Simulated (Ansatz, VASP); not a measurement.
# Ca in VASP and in Ansatz

```
CELL_PARAMETERS angstrom
0.00000 4.20485 4.20485
4.20485 0.00000 4.20485
4.20485 4.20485 0.00000
ATOMIC_POSITIONS crystal
Ca 0.12500 0.12500 0.12500
Ca 0.87500 0.87500 0.87500
```

Alike in both runs: task single point; functional PBEsol; k mesh 8 × 8 × 8; occupations fermi-dirac, width 0.1 eV; no spin polarisation.

|  | VASP | Ansatz |
| --- | --- | --- |
| version | VASP 6.6.1 | Ansatz 0.2.0 |
| potentials or method | VASP PAW PBE potentials, release 64 (Ca_sv), cutoff 520 eV | plane waves (420 eV) with PAW, scalar-relativistic |
| valence electrons in the cell | 20 | 20 |

```csv
,VASP,Ansatz,Ansatz less VASP
pressure (GPa),0.0,0.0,+0.01
```

VASP's potentials were made for PBE, not for PBEsol, and Ansatz warns of the same on its side. With one functional, cell and mesh, what is left measures potentials, basis and numerics.
